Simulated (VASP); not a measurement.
Write the native input for VASP 6.6.1 that does the following.

- Task: single point
- Functional: PBE
- Potentials or basis: VASP PAW PBE potentials, release 64 (Bi_d)
- Cutoff: 500 eV
- k mesh: 6 × 6 × 6
- Occupations: gaussian, width 0.05 eV
- Spin: no spin polarisation
- Dipole correction: no
- Further INCAR settings: ALGO = Normal; EDIFF = 1e-06; NBANDS = 14

The structure of Bi lies in POSCAR:

```
Bi
1.0
   -2.0472861471      2.0472861471      2.0472861471
    2.0472861471     -2.0472861471      2.0472861471
    2.0472861471      2.0472861471     -2.0472861471
Bi
1
Direct
    0.0000000000      0.0000000000      0.0000000000
```

These files were run (other wordings do the same):

INCAR

```
PREC     = Accurate       # precision mode
ENCUT    = 500            # plane-wave cutoff, eV
EDIFF    = 1E-6           # SCF threshold, eV
ISMEAR   = 0              # smearing method
SIGMA    = 0.05           # smearing width, eV
LREAL    = False          # projectors in reciprocal space
LASPH    = True           # aspherical terms in the spheres
NELM     = 120            # most SCF steps
ALGO     = Normal         # electronic algorithm
ISIF     = 2              # what is computed and relaxed
LWAVE    = False          # write WAVECAR
LCHARG   = False          # write CHGCAR
GGA      = PE             # functional
NBANDS   = 14             # bands
GGA_COMPAT= False
```

KPOINTS

```
regular mesh
0
Gamma
  6 6 6
```

Potentials or basis: VASP PAW PBE potentials, release 64 (Bi_d).

Run with:

```bash
$ cat potpaw_PBE.64/Bi_d/POTCAR > POTCAR
$ mpirun -np 1 vasp_std > vasp.out
```

It gave:

* Pressure: -3.5 GPa

Caveat: the k points lie up to 0.36 Å⁻¹ apart.

It took 13 s on 1 thread of Intel Xeon 8259CL (shared host), peak memory 0.15 GiB.
